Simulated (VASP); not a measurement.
The system is SiSnO4.

```xyz
6
Lattice="3.2406 -3.2406 0.0000 3.2406 3.2406 0.0000 0.0000 0.0000 3.0850" Properties=species:S:1:pos:R:3 pbc="T T T"
Sn    3.2406    0.0000    1.5425
Si    0.0000    0.0000    0.0000
O     1.2575    0.0000    1.5425
O     5.2237    0.0000    1.5425
O     3.2406   -1.2575    0.0000
O     3.2406    1.2575    0.0000
```

| Item | Value |
| --- | --- |
| Program | VASP 6.6.1 |
| Task | relaxation of cell and atoms |
| Functional | PBE |
| Potentials or basis | VASP PAW PBE potentials, release 64 (Sn_d, Si, O) |
| Cutoff | 600 eV |
| k mesh | 6 × 6 × 8 |
| Occupations | fermi-dirac, width 0.02 eV |
| Spin | no spin polarisation |

At the start: pressure -3.9 GPa; volume 10.80 Å³/atom.

How do energy, volume and symmetry change on relaxing?

Over 11 steps the energy falls by 237.1 meV/atom and the volume is 10.20 Å³/atom (-5.5 %); space group Cmmm (No. 65, to 0.1 Å) before and after.

The path:
| step | energy change (eV) | largest force (eV/Å) | pressure (GPa) | volume (Å³) |
| --- | --- | --- | --- | --- |
| 1 | 0.0000 | 4.4394 | -3.91 | 64.79 |
| 2 | -0.9591 | 3.3381 | 0.76 | 62.31 |
| 3 | -1.3426 | 0.6878 | -5.65 | 63.16 |
| 4 | -1.3427 | 0.7887 | -5.50 | 63.12 |
| 5 | -1.3838 | 0.4213 | 5.78 | 59.94 |
| 6 | -1.4069 | 0.5536 | 1.25 | 61.11 |
| 7 | -1.4204 | 0.2509 | -0.50 | 61.34 |
| 8 | -1.4221 | 0.0561 | -0.10 | 61.28 |
| 9 | -1.4225 | 0.0129 | -0.06 | 61.24 |
| 10 | -1.4226 | 0.0011 | -0.07 | 61.25 |
| 11 | -1.4226 | 0.0020 | 0.05 | 61.22 |

Final structure:
```cif
data_structure
_symmetry_space_group_name_H-M 'P 1'
_symmetry_Int_Tables_number 1
_cell_length_a 4.5351
_cell_length_b 4.5351
_cell_length_c 2.9778
_cell_angle_alpha 90.000
_cell_angle_beta 90.000
_cell_angle_gamma 88.416
_cell_volume 61.22
loop_
_atom_site_label
_atom_site_type_symbol
_atom_site_fract_x
_atom_site_fract_y
_atom_site_fract_z
_atom_site_occupancy
Sn1 Sn 0.50000 0.50000 0.50000 1
Si1 Si 0.00000 0.00000 0.00000 1
O1 O 0.17655 0.17655 0.50000 1
O2 O 0.82345 0.82345 0.50000 1
O3 O 0.71951 0.28049 0.00000 1
O4 O 0.28049 0.71951 0.00000 1
```
